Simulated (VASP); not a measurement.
# Sb in VASP: a series of runs

The runs below take Sb through single point, with PBEsol.

Everything below comes from runs of VASP 6.6.1. Logs are shortened: lines on timing, memory, paths and dates and some standing lists are left out, and cuts for length are marked.

### Step 1. The cell of the first run

Symmetry: P2_1/m, No. 11, monoclinic system. The conventional cell has a = 3.143 Å, b = 4.376 Å, c = 4.435 Å, α = 90.00°, β = 90.51°, γ = 90.00°. Sb (site symmetry m) has 6 Sb at 3.06 to 3.17 Å within 4.0 Å.

### Step 2. Single point, PBEsol (30.50 Å³/atom)

INCAR reads:

```
PREC = Accurate ; ENCUT = 520
EDIFF = 1E-7 ; ISMEAR = -1
SIGMA = 0.05 ; LREAL = F
LASPH = T ; NELM = 60
ALGO = Normal ; ISIF = 2
LWAVE = F ; LCHARG = T
GGA = PS ; LELF = T
LVHAR = T ; NBANDS = 12
```

KPOINTS reads:

```
Automatic mesh
0
Gamma
  9 6 6
```

POSCAR reads:

```
Sb
1.0
    3.1430807616      0.0000000000      0.0000000000
    0.0000000000      4.3763103490      0.0000000000
   -0.0391727227      0.0000000000      4.4350306782
Sb
2
Direct
    0.0113890000      0.2500000000      0.2411660000
    0.9886110000      0.7500000000      0.7588340000
```

Potentials or basis: VASP PAW PBE potentials, release 64 (Sb).

Launch:

```console
$ cat potpaw_PBE.64/Sb/POTCAR > POTCAR
$ mpirun -np 1 vasp_std > vasp.out
```

OUTCAR:

```text
PREC = Accurate
   ENCUT = 520
   EDIFF = 1E-7
   ISMEAR = -1
   LREAL = F
   LASPH = T
   NELM = 60
   ISIF = 2
   GGA = PS

 ion  position               nearest neighbor table
   1  0.011  0.250  0.241-   2 3.06   2 3.06   2 3.17   2 3.17
   2  0.989  0.750  0.759-   1 3.06   1 3.06   1 3.17   1 3.17

  LATTYP: Found a simple monoclinic cell.
 ALAT       =     3.1430807616
 B/A-ratio  =     1.3923633151
 C/A-ratio  =     1.4111007668
 COS(beta)  =    -0.0088322263

  Lattice vectors:

 A1 = (   3.1430807616,   0.0000000000,   0.0000000000)
 A2 = (   0.0000000000,   4.3763103490,   0.0000000000)
 A3 = (  -0.0391727227,   0.0000000000,   4.4350306782)

Analysis of symmetry for initial positions (statically):
=====================================================================
 Subroutine PRICEL returns:
 Original cell was already a primitive cell.

 Routine SETGRP: Setting up the symmetry group for a
 simple monoclinic supercell.

 Subroutine GETGRP returns: Found  4 space group operations
 (whereof  2 operations were pure point group operations)
 out of a pool of  4 trial point group operations.

The static configuration has the point symmetry S_2 .
 The point group associated with its full space group is C_2h.

Analysis of symmetry for dynamics (positions and initial velocities):
=====================================================================
 Subroutine PRICEL returns:
 Original cell was already a primitive cell.

 Routine SETGRP: Setting up the symmetry group for a
 simple monoclinic supercell.

 Subroutine GETGRP returns: Found  4 space group operations
 (whereof  2 operations were pure point group operations)
 out of a pool of  4 trial point group operations.

The dynamic configuration has the point symmetry S_2 .
 The point group associated with its full space group is C_2h.

 Subroutine INISYM returns: Found  4 space group operations
 (whereof  2 operations are pure point group operations),
 and found     1 'primitive' translations

----------------------------------------------------------------------------------------

                                     Primitive cell

  volume of cell :      61.0043

  direct lattice vectors                    reciprocal lattice vectors
     3.143080762  0.000000000  0.000000000     0.318159181  0.000000000  0.002810164
     0.000000000  4.376310349  0.000000000     0.000000000  0.228502990  0.000000000
    -0.039172723  0.000000000  4.435030678     0.000000000  0.000000000  0.225477583

  length of vectors
     3.143080762  4.376310349  4.435203673     0.318171591  0.228502990  0.225477583

[... 91 lines left out ...]
   NELECT =      10.0000    total number of electrons
   NUPDOWN=      -1.0000    fix difference up-down
   EMIN   =  10.00;   EMAX   =-10.00  energy-range for DOS
   EFERMI =   0.00;   METHOD = LEGACY
   ISMEAR =    -1;   SIGMA  =   0.05  broadening in eV -4-tet -1-fermi 0-gaus
   EFERMI_NEDOS =   21; number of points for ismear=-14 and -15
   IALGO  =     38    algorithm
   IMIX   =      4    mixing-type and parameters
     AMIX     =   0.40;   BMIX     =  1.00
     AMIX_MAG =   1.60;   BMIX_MAG =  1.00
  volume/ion in A,a.u.               =      30.50       205.84
  Fermi-wavevector in a.u.,A,eV,Ry     =   0.895959  1.693117 10.921972  0.802742
  Thomas-Fermi vector in A             =   2.018357
   LORBIT       =      0    0 simple, 1 ext, 2 COOP (PROOUT), +10 PAW based schemes
   GGA     = PS    functional components
   LHFCALC =     F    Hartree Fock is set to
   AEXX    =    0.0000 exact exchange contribution
   IVDW    =     0    specifies the selected vdW correction
   LEPSILON=     F    determine dielectric tensor
   LRPA    =     F    only Hartree local field effects (RPA)
 non-spin polarized calculation
  energy-cutoff  :      520.00
  volume of cell :       61.00
 maximum number of plane-waves:      1666
   NGX = 11   NGY = 17   NGZ = 17

 number of electron      10.0000000 magnetization

 number of electron       9.9999999 magnetization

 Free energy of the ion-electron system (eV)
  ---------------------------------------------------
  ext. energy  EPLUGINS =         0.00000000
  ---------------------------------------------------
  free energy    TOTEN  =        -9.01768663 eV

  energy without entropy =       -9.00449095  energy(sigma->0) =       -9.01108879

 E-fermi :   6.8217     XC(G=0):  -9.6600

 val. band max:        6.8201436238   @ k =   0.4444   0.3333   0.1667
 cond. band min:       6.8330208256   @ k =   0.4444   0.0000   0.3333
 fundamental gap:      0.0128772017
 Fermi energy:         6.8217011290

 k-point     1 :       0.0000    0.0000    0.0000
  band No.  band energies     occupation
      1      -5.5315      2.00000
      2      -0.6213      2.00000
      3       3.2233      2.00000
      4       3.3526      2.00000
      5       8.8468      0.00000
      6       9.7522      0.00000
      7       9.9735      0.00000
      8      10.1073      0.00000
      9      13.3484      0.00000
     10      13.7040      0.00000
     11      13.8894      0.00000
     12      14.7418      0.00000
[... 331 lines left out ...]
 k-point    24 :       0.3333    0.0000    0.1667
  band No.  band energies     occupation
      1      -3.9100      2.00000
      2       0.1869      2.00000
      3       3.1976      2.00000
      4       4.8262      2.00000
      5       4.9974      2.00000
      6       6.8977      0.35876
      7      10.0767      0.00000
      8      10.2492      0.00000
      9      11.2039      0.00000
     10      12.8477      0.00000
     11      13.1583      0.00000
     12      16.2735      0.00000

 [... further k-points ...]

------------------------ aborting loop because EDIFF is reached ----------------------------------------

  FORCE on cell =-STRESS in cart. coord.  units (eV):
  Direction    XX          YY          ZZ          XY          YZ          ZX
  --------------------------------------------------------------------------------------
  -------------------------------------------------------------------------------------
  Total       -1.0403449     -1.2877750     -1.2152136      0.0000000      0.0000000      0.0280365
  in kB      -27.3229529    -33.8212984    -31.9155935      0.0000000      0.0000000      0.7363323
  external PRESSURE =     -31.0199483 kB  Pullay stress =       0.0000000 kB

 VOLUME and BASIS-vectors are now :
 -----------------------------------------------------------------------------
  energy-cutoff  :      520.00
  volume of cell :       61.00
      direct lattice vectors                 reciprocal lattice vectors
     3.143080762  0.000000000  0.000000000     0.318159181  0.000000000  0.002810164
     0.000000000  4.376310349  0.000000000     0.000000000  0.228502990  0.000000000
    -0.039172723  0.000000000  4.435030678     0.000000000  0.000000000  0.225477583

 POSITION                                       TOTAL-FORCE (eV/Angst)
 -----------------------------------------------------------------------------------
      0.02635      1.09408      1.06958        -0.031747      0.000000      0.014824
      3.07756      3.28223      3.36545         0.031747      0.000000     -0.014824
 -----------------------------------------------------------------------------------
    total drift:                                0.000000     -0.000000      0.000000

  FREE ENERGIE OF THE ION-ELECTRON SYSTEM (eV)
  ---------------------------------------------------
  free  energy   TOTEN  =        -9.0176866266 eV

  energy  without entropy=       -9.0044909524  energy(sigma->0) =       -9.01108879
```

Wall time 73 s (1 thread of Intel Xeon 8259CL, shared host); peak memory 0.22 GiB.

Results:

```yaml
Free_energy: -9.0177 eV
Pressure: -3.1 GPa
Largest_force: 0.035 eV/Å
Band_gap_on_the_k_mesh: zero (bands 5 and 6 overlap by 8.14 eV)
```

Forces in eV/Å, atoms in the order of the input:
```
Sb  -0.032  0.000  0.015
Sb   0.032  0.000 -0.015
```

Caveat: the cell stands under tension; the PAW data sets were made with another functional, which shifts forces and pressure a little; spin-orbit coupling is left out, which moves the levels of the heavy elements.

[end of part 1 of 2]
